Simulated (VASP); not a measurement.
Here is a VASP 6.6.1 calculation.

INCAR

```
SYSTEM = In
  PREC = Accurate
  ENCUT = 520
  EDIFF = 1E-6
  ISMEAR = 0
  SIGMA = 0.15
  LREAL = .FALSE.
  LASPH = .TRUE.
  NELM = 80
  ALGO = Fast
  ISIF = 2
  LWAVE = .FALSE.
  LCHARG = .TRUE.
  GGA = PE
  LELF = .TRUE.
  LVHAR = .TRUE.
  NBANDS = 12
```

KPOINTS

```
Automatic mesh
0
G
  18 18 18
  0 0 0
```

File POSCAR:

```
In
1.0
   -1.9578262496      1.9578262496      1.9578262496
    1.9578262496     -1.9578262496      1.9578262496
    1.9578262496      1.9578262496     -1.9578262496
In
1
Direct
    0.0000000000      0.0000000000      0.0000000000
```

Potentials or basis: VASP PAW PBE potentials, release 64 (In_d).

Run with:

```bash
$ cat potpaw_PBE.64/In_d/POTCAR > POTCAR
$ mpirun -np 1 vasp_std > vasp.out
```

Problem. What does it give for the pressure?

Solution. -2.3 GPa.

Caveat: the cell differs from its parent crystal (strain +0.040 along x and y, +0.040 along z).
